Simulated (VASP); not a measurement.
Set up this calculation in VASP 6.6.1, as the native input.

```
Task                    : density of states
Functional              : PBE
Potentials or basis     : VASP PAW PBE potentials, release 64 (Cu)
Cutoff                  : 520 eV
k mesh                  : 17 × 17 × 16
Occupations             : fermi-dirac, width 0.05 eV
Spin                    : no spin polarisation
Dipole correction       : no
k mesh for the DOS      : 26 × 26 × 24
Occupations for the DOS : tetrahedron
Further INCAR settings  : ALGO = Normal; EDIFF = 1e-07; NBANDS = 12
```

Crystal: Cu.

```
Cu
1.0
     1.92272    0.00000    0.00000
    -0.96136    1.66512    0.00000
     0.00000    0.00000    1.82877
Cu
1
Cartesian
  0.0000 0.0000 0.0000
```

This cell differs from its parent crystal: volume scaled by 0.45.

These files were run (other wordings do the same):

POSCAR

```
Cu
1.0
    1.9227196686      0.0000000000      0.0000000000
   -0.9613598343      1.6651240774      0.0000000000
    0.0000000000      0.0000000000      1.8287663594
Cu
1
Direct
    0.0000000000      0.0000000000      0.0000000000
```

INCAR.step1

```
PREC     = Accurate       # precision mode
ENCUT    = 520            # plane-wave cutoff, eV
EDIFF    = 1E-7           # SCF threshold, eV
ISMEAR   = -1             # smearing method
SIGMA    = 0.05           # smearing width, eV
LREAL    = F              # projectors in reciprocal space
LASPH    = T              # aspherical terms in the spheres
NELM     = 100            # most SCF steps
ALGO     = Normal         # electronic algorithm
ISIF     = 2              # what is computed and relaxed
LWAVE    = F              # write WAVECAR
LCHARG   = T              # write CHGCAR
LMAXMIX  = 4              # l up to which the mixer works
GGA      = PE             # functional
NBANDS   = 12             # bands
```

KPOINTS.step1

```
Automatic mesh
0
Gamma
  17 17 16
```

INCAR.step2

```
PREC     = Accurate       # precision mode
ENCUT    = 520            # plane-wave cutoff, eV
EDIFF    = 1E-7           # SCF threshold, eV
ISMEAR   = -5             # smearing method
SIGMA    = 0.05           # smearing width, eV
LREAL    = F              # projectors in reciprocal space
LASPH    = T              # aspherical terms in the spheres
NELM     = 100            # most SCF steps
ALGO     = Normal         # electronic algorithm
ISIF     = 2              # what is computed and relaxed
LWAVE    = F              # write WAVECAR
LCHARG   = F              # write CHGCAR
LMAXMIX  = 4              # l up to which the mixer works
GGA      = PE             # functional
LORBIT   = 10             # projections on sites
NBANDS   = 12             # bands
NEDOS    = 1001           # points of the DOS
ICHARG   = 11             # starting density
```

KPOINTS.step2

```
Automatic mesh
0
Gamma
  26 26 24
```

Potentials or basis: VASP PAW PBE potentials, release 64 (Cu).

Run with:

```sh
$ cat potpaw_PBE.64/Cu/POTCAR > POTCAR
$ cp INCAR.step1 INCAR
$ cp KPOINTS.step1 KPOINTS
$ mpirun -np 1 vasp_std > vasp.out
$ cp INCAR.step2 INCAR
$ cp KPOINTS.step2 KPOINTS
$ mpirun -np 1 vasp_std > vasp.out
```

Wall time 23 s on 1 thread of Intel(R) Xeon(R) 6975P-C (Granite Rapids), on a shared host, peak memory 0.2 GiB.
